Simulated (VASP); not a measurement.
# Zr in VASP: single point with LDA

Aim: the single point of Zr with LDA.

Program: VASP 6.6.1. These are calculated values, not measurements. Logs are shortened: lines on timing, memory, paths and dates and some standing lists are left out, and cuts for length are marked.

## Step 1: The cell of the first run

The cell holds a slab with vacuum, 3 atoms: a = 3.067 Å, b = 3.067 Å, c = 21.754 Å, α = 90.00°, β = 90.00°, γ = 120.00°.

## Step 2: Single point, LDA

INCAR

```
SYSTEM = Zr
PREC = Accurate
ENCUT = 400
EDIFF = 1E-6
ISMEAR = 1
SIGMA = 0.1
LREAL = .FALSE.
LASPH = .TRUE.
NELM = 120
ALGO = Normal
ISIF = 2
LWAVE = .FALSE.
LCHARG = .FALSE.
LDIPOL = .TRUE.
IDIPOL = 3
DIPOL = 0.5 0.5 0.440
NBANDS = 25
GGA_COMPAT = .FALSE.
NELMDL = -8
```

KPOINTS

```
Automatic mesh
0
G
  12 12 1
  0 0 0
```

POSCAR

```
Zr
1.0
    3.0665690458      0.0000000000      0.0000000000
   -1.5332845229      2.6557266962      0.0000000000
    0.0000000000      0.0000000000     21.7540815884
Zr
3
Direct
    0.3333333333      0.6666666667      0.3217786957
    0.6666666667      0.3333333333      0.4354635519
    0.3333333333      0.6666666667      0.5634795448
```

Potentials or basis: VASP PAW LDA potentials, release 64 (Zr_sv).

Started as:

```bash
cat potpaw_LDA.64/Zr_sv/POTCAR > POTCAR
mpirun -np 1 vasp_std > vasp.out
```

OUTCAR:

```text
SYSTEM = Zr
   PREC = Accurate
   ENCUT = 400
   EDIFF = 1E-6
   ISMEAR = 1
   LREAL = .FALSE.
   LASPH = .TRUE.
   NELM = 120
   ISIF = 2
   NELMDL = -8

 ion  position               nearest neighbor table
   1  0.333  0.667  0.322-   2 3.04   2 3.04   2 3.04
   2  0.667  0.333  0.435-   1 3.04   1 3.04   1 3.04   3 3.30   3 3.30   3 3.30
   3  0.333  0.667  0.563-   2 3.30   2 3.30   2 3.30

  LATTYP: Found a hexagonal cell.
 ALAT       =     3.0665690458
 C/A-ratio  =     7.0939480780

  Lattice vectors:

 A1 = (   3.0665690458,   0.0000000000,   0.0000000000)
 A2 = (  -1.5332845229,   2.6557266962,   0.0000000000)
 A3 = (   0.0000000000,   0.0000000000,  21.7540815884)

Analysis of symmetry for initial positions (statically):
=====================================================================
 Subroutine PRICEL returns:
 Original cell was already a primitive cell.

 Routine SETGRP: Setting up the symmetry group for a
 hexagonal supercell.

 Subroutine GETGRP returns: Found  6 space group operations
 (whereof  6 operations were pure point group operations)
 out of a pool of 24 trial point group operations.

The static configuration has the point symmetry C_3v.

Analysis of symmetry for dynamics (positions and initial velocities):
=====================================================================
 Subroutine PRICEL returns:
 Original cell was already a primitive cell.

 Routine SETGRP: Setting up the symmetry group for a
 hexagonal supercell.

 Subroutine GETGRP returns: Found  6 space group operations
 (whereof  6 operations were pure point group operations)
 out of a pool of 24 trial point group operations.

The dynamic configuration has the point symmetry C_3v.

 Subroutine INISYM returns: Found  6 space group operations
 (whereof  6 operations are pure point group operations),
 and found     1 'primitive' translations

----------------------------------------------------------------------------------------

                                     Primitive cell

  volume of cell :     177.1646

  direct lattice vectors                    reciprocal lattice vectors
     3.066569046  0.000000000  0.000000000     0.326097337  0.188272385  0.000000000
    -1.533284523  2.655726696  0.000000000     0.000000000  0.376544771  0.000000000
     0.000000000  0.000000000 21.754081588     0.000000000  0.000000000  0.045968385

  length of vectors
     3.066569046  3.066569046 21.754081588     0.376544771  0.376544771  0.045968385

  position of ions in fractional coordinates (direct lattice)
     0.333333333  0.666666667  0.321778696
     0.666666667  0.333333333  0.435463552
     0.333333333  0.666666667  0.563479545

  ion indices of the primitive-cell ions
   primitive index   ion index
                 1           1
                 2           2
                 3           3

----------------------------------------------------------------------------------------

 KPOINTS: Automatic mesh

Automatic generation of k-mesh.
 Grid dimensions read from file:
 generate k-points for:   12   12    1

 Generating k-lattice:

  Cartesian coordinates                     Fractional coordinates (reciprocal lattice)
     0.027174778  0.015689365  0.000000000     0.083333333  0.000000000  0.000000000
     0.000000000  0.031378731  0.000000000     0.000000000  0.083333333  0.000000000
     0.000000000  0.000000000  0.045968385     0.000000000  0.000000000  1.000000000

  Length of vectors
     0.031378731  0.031378731  0.045968385

  Shift w.r.t. Gamma in fractional coordinates (k-lattice)
     0.000000000  0.000000000  0.000000000

 Subroutine IBZKPT returns following result:
 ===========================================

 Found     19 irreducible k-points:

 Following reciprocal coordinates:
            Coordinates               Weight
  0.000000  0.000000  0.000000      1.000000
  0.083333  0.000000  0.000000      6.000000
  0.166667  0.000000  0.000000      6.000000
  0.250000  0.000000  0.000000      6.000000
  0.333333  0.000000  0.000000      6.000000
  0.416667  0.000000  0.000000      6.000000
[... 11 lines left out ...]
  0.333333  0.250000  0.000000     12.000000
  0.333333  0.333333  0.000000      2.000000
   k-points           NKPTS =     19   k-points in BZ     NKDIM =     19   number of bands    NBANDS=     25
   number of dos      NEDOS =    301   number of ions     NIONS =      3
   total plane-waves  NPLWV =  57600
   dimension x,y,z NGX =    20 NGY =   20 NGZ =  144
   dimension x,y,z NGXF=    40 NGYF=   40 NGZF=  288
   ions per type =               3
   NGX,Y,Z   is equivalent  to a cutoff of  10.84, 10.84, 11.00 a.u.
   NGXF,Y,Z  is equivalent  to a cutoff of  21.68, 21.68, 22.01 a.u.
 SYSTEM =  Zr
   PREC   = accura    normal or accurate (medium, high low for compatibility)
   ISTART =      0    job   : 0-new  1-cont  2-samecut
   ICHARG =      2    charge: 1-file 2-atom 10-const
   ISPIN  =      1    spin polarized calculation?
   LNONCOLLINEAR =      F non collinear calculations
   LSORBIT =      F    spin-orbit coupling
   LASPH  =      T    aspherical Exc in radial PAW
   ENCUT  =  400.0 eV  29.40 Ry    5.42 a.u.   5.00  5.00 35.48*2*pi/ulx,y,z
   NELM   =    120;   NELMIN=  2; NELMDL= -8     # of ELM steps
   EDIFF  = 0.1E-05   stopping-criterion for ELM
   LREAL  =      F    real-space projection
   EDIFFG = 0.1E-04   stopping-criterion for IOM
   NSW    =      0    number of steps for IOM
   IBRION =     -1    ionic relax: 0-MD 1-quasi-New 2-CG
   NFREE  =      0    steps in history (QN), initial steepest desc. (CG)
   ISIF   =      2    stress and relaxation
   ISYM   =      2    0-nonsym 1-usesym 2-fastsym
   POTIM  = 0.5000    time-step for ionic-motion
   TEBEG  =    0.0;   TEEND  =   0.0 temperature during run
   PSTRESS=    0.0 pullay stress
   NELECT =      36.0000    total number of electrons
   NUPDOWN=      -1.0000    fix difference up-down
   EMIN   =  10.00;   EMAX   =-10.00  energy-range for DOS
   EFERMI =   0.00;   METHOD = LEGACY
   ISMEAR =     1;   SIGMA  =   0.10  broadening in eV -4-tet -1-fermi 0-gaus
   EFERMI_NEDOS =   21; number of points for ismear=-14 and -15
   IALGO  =     38    algorithm
   IMIX   =      4    mixing-type and parameters
     AMIX     =   0.40;   BMIX     =  1.00
     AMIX_MAG =   1.60;   BMIX_MAG =  1.00
  volume/ion in A,a.u.               =      59.05       398.52
  Fermi-wavevector in a.u.,A,eV,Ry     =   0.962462  1.818789 12.603514  0.926332
  Thomas-Fermi vector in A             =   2.091922
   LORBIT       =      0    0 simple, 1 ext, 2 COOP (PROOUT), +10 PAW based schemes
   GGA     = CA    functional components
   LHFCALC =     F    Hartree Fock is set to
   AEXX    =    0.0000 exact exchange contribution
   IVDW    =     0    specifies the selected vdW correction
   LEPSILON=     F    determine dielectric tensor
   LRPA    =     F    only Hartree local field effects (RPA)
 non-spin polarized calculation
 Methfessel and Paxton  Order N= 1 SIGMA  =   0.10
  energy-cutoff  :      400.00
  volume of cell :      177.16
 maximum number of plane-waves:      3271
 NGX is ok and might be reduce to    20
   NGX =  9   NGY =  9   NGZ = 71

 dipolmoment           0.000000      0.000000      0.019425 electrons x Angstroem

 number of electron      36.0000001 magnetization

 dipolmoment           0.000000      0.000000     -0.005602 electrons x Angstroem

 Free energy of the ion-electron system (eV)
  ---------------------------------------------------
  ext. energy  EPLUGINS =         0.00000000
  ---------------------------------------------------
  free energy    TOTEN  =       -25.92109458 eV

  energy without entropy =      -25.92261277  energy(sigma->0) =      -25.92160064

 E-fermi :   0.7731     XC(G=0):  -5.1947

 val. band max:        0.7592633835   @ k =   0.2500   0.2500   0.0000
 cond. band min:       0.7879739929   @ k =   0.0833   0.0000   0.0000
 fundamental gap:      0.0287106093
 Fermi energy:         0.7730516150

 k-point     1 :       0.0000    0.0000    0.0000
  band No.  band energies     occupation
      1     -47.6410      2.00000
      2     -47.6207      2.00000
      3     -47.2818      2.00000
      4     -26.1535      2.00000
      5     -25.8528      2.00000
      6     -25.2295      2.00000
[... 17 lines left out ...]
     24       2.2714     -0.00000
     25       2.2714     -0.00000

 k-point     2 :       0.0833    0.0000    0.0000
  band No.  band energies     occupation
      1     -47.6302      2.00000
      2     -47.6095      2.00000
      3     -47.2720      2.00000
      4     -26.1326      2.00000
      5     -25.8441      2.00000
      6     -25.3255      2.00000
[... 17 lines left out ...]
     24       2.1890     -0.00000
     25       2.4662     -0.00000

 k-point     3 :       0.1667    0.0000    0.0000
  band No.  band energies     occupation
      1     -47.6007      2.00000
      2     -47.5785      2.00000
      3     -47.2449      2.00000
      4     -26.0770      2.00000
      5     -25.8242      2.00000
      6     -25.5357      2.00000
[... 17 lines left out ...]
     24       2.7235     -0.00000
     25       3.0272      0.00000

 k-point     4 :       0.2500    0.0000    0.0000
  band No.  band energies     occupation
      1     -47.5602      2.00000
      2     -47.5357      2.00000
      3     -47.2078      2.00000
      4     -26.0200      2.00000
      5     -25.8394      2.00000
      6     -25.7869      2.00000
[... 17 lines left out ...]
     24       3.4050      0.00000
     25       3.5034      0.00000
[... 337 lines left out ...]
 k-point    17 :       0.2500    0.2500    0.0000
  band No.  band energies     occupation
      1     -47.4786      2.00000
      2     -47.4482      2.00000
      3     -47.1327      2.00000
      4     -26.1699      2.00000
      5     -26.1190      2.00000
      6     -25.9830      2.00000
[... 17 lines left out ...]
     24       3.6033      0.00000
     25       4.0357      0.00000

 k-point    18 :       0.3333    0.2500    0.0000
  band No.  band energies     occupation
      1     -47.4635      2.00000
      2     -47.4320      2.00000
      3     -47.1189      2.00000
      4     -26.1775      2.00000
      5     -26.1331      2.00000
      6     -25.9819      2.00000
[... 17 lines left out ...]
     24       4.1083      0.00000
     25       4.2542      0.00000

 k-point    19 :       0.3333    0.3333    0.0000
  band No.  band energies     occupation
      1     -47.4580      2.00000
      2     -47.4260      2.00000
      3     -47.1138      2.00000
      4     -26.0686      2.00000
      5     -26.0352      2.00000
      6     -25.9917      2.00000
[... 17 lines left out ...]
     24       4.1727      0.00000
     25       4.1974      0.00000

------------------------ aborting loop because EDIFF is reached ----------------------------------------

 vacuum level on the upper side and lower side of the slab       (xc-potential included)        -0.195        -0.088

  FORCE on cell =-STRESS in cart. coord.  units (eV):
  Direction    XX          YY          ZZ          XY          YZ          ZX
  --------------------------------------------------------------------------------------
  -------------------------------------------------------------------------------------
  Total       -1.4471099     -1.4471099     -1.6523179     -0.0000000      0.0000000     -0.0000000
  in kB      -13.0868525    -13.0868525    -14.9426389     -0.0000000      0.0000000     -0.0000000
  external PRESSURE =     -13.7054480 kB  Pullay stress =       0.0000000 kB

 VOLUME and BASIS-vectors are now :
 -----------------------------------------------------------------------------
  energy-cutoff  :      400.00
  volume of cell :      177.16
      direct lattice vectors                 reciprocal lattice vectors
     3.066569046  0.000000000  0.000000000     0.326097337  0.188272385  0.000000000
    -1.533284523  2.655726696  0.000000000     0.000000000  0.376544771  0.000000000
     0.000000000  0.000000000 21.754081588     0.000000000  0.000000000  0.045968385

 POSITION                                       TOTAL-FORCE (eV/Angst)
 -----------------------------------------------------------------------------------
     -0.00000      1.77048      7.00000        -0.000000     -0.000000     -0.110408
      1.53328      0.88524      9.47311        -0.000000      0.000000      0.758687
     -0.00000      1.77048     12.25798         0.000000      0.000000     -0.648279
 -----------------------------------------------------------------------------------
    total drift:                                0.000000     -0.000000     -0.000120

  FREE ENERGIE OF THE ION-ELECTRON SYSTEM (eV)
  ---------------------------------------------------
  free  energy   TOTEN  =       -25.9210945790 eV

  energy  without entropy=      -25.9226127748  energy(sigma->0) =      -25.92160064

 vacuum level on the upper side and lower side of the slab         5.067         5.178
```

It took 74 s on 1 thread of Intel Xeon Platinum 8375C at 2.90GHz (Ice Lake), shared host; peak memory 0.2 GiB.

What came out:

```yaml
Free_energy: -25.9211 eV
Largest_force: 0.759 eV/Å
Band_gap_on_the_k_mesh: zero (band 18 reaches 1.07 eV, above the bottom of band 19 at 0.54 eV)
```

Forces on the atoms (eV/Å):
```
Zr   0.000  0.000 -0.110
Zr   0.000  0.000  0.759
Zr   0.000  0.000 -0.648
```
